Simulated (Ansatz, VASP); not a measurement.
Two plane-wave programs on TaAs

Contents of INCAR:

```
PREC = Accurate
ENCUT = 520
EDIFF = 1E-6
ISMEAR = 0
SIGMA = 0.1
LREAL = False
LASPH = True
NELM = 100
ALGO = Normal
ISIF = 2
LWAVE = False
LCHARG = False
GGA = PS
NBANDS = 24
```

KPOINTS

```
Automatic mesh
0
Gamma
  8 8 8
```

Contents of POSCAR:

```
TaAs
1.0
   -1.7218133622      1.7218133622      5.8679415361
    1.7218133622     -1.7218133622      5.8679415361
    1.7218133622      1.7218133622     -5.8679415361
Ta As
2 2
Direct
    0.4999673000      0.9999673000      0.5000000000
    0.7499673000      0.7499673000      0.0000000000
    0.0826321200      0.5826321200      0.5000000000
    0.3326321200      0.3326321200      0.0000000000
```

Input for Ansatz:

```yaml
crystal:
  lattice:
    - [-1.7218133622, 1.7218133622, 5.8679415361]
    - [1.7218133622, -1.7218133622, 5.8679415361]
    - [1.7218133622, 1.7218133622, -5.8679415361]
  atoms:
    - { symbol: Ta, position: [0.4999673, 0.9999673, 0.5] }
    - { symbol: Ta, position: [0.7499673, 0.7499673, 0.0] }
    - { symbol: As, position: [0.08263212, 0.58263212, 0.5] }
    - { symbol: As, position: [0.33263212, 0.33263212, 0.0] }
basis:
  ecutwfc: 420
kpoints:
  mp_grid: { grid: [8, 8, 8] }
hamiltonian:
  xc: pbesol
scf:
  occupations: { method: gaussian, width: 0.1 }
output:
  forces: true
  stress: true
  eigenvalues: true
```

Alike in both runs: task single point; functional PBEsol; k mesh 8 × 8 × 8; occupations gaussian, width 0.1 eV; no spin polarisation.

|  | VASP | Ansatz |
| --- | --- | --- |
| version | VASP 6.6.1 | Ansatz 0.2.0 |
| potentials or method | VASP PAW PBE potentials, release 64 (Ta_pv, As), cutoff 520 eV | scalar-relativistic, plane waves, PAW |
| valence electrons in the cell | 32 | 56 |

VASP gave:

| Quantity | Value |
| --- | --- |
| gap on the k mesh at the Fermi level (eV) | none |
| pressure (GPa) | -3.2 |
| traceless stress, the component that is largest in VASP (GPa) | -0.24 |
| rms of the force components (eV/Å) | 0.015 |

Task: What did Ansatz give for the same quantities?

Result: gap on the k mesh at the Fermi level (eV): none; pressure (GPa): -3.8; traceless stress, the component that is largest in VASP (GPa): -0.16; rms of the force components (eV/Å): 0.013.

VASP's potentials were made for PBE, not for PBEsol. Atom by atom the forces differ by 0.001 eV/Å (rms over components). A gap of «none» marks a metal or a gap that the smearing closes. VASP's potentials hold 32 valence electrons a cell and Ansatz's 56, so a difference there can come from the potentials and not from the codes.

Spin-orbit coupling is off throughout.
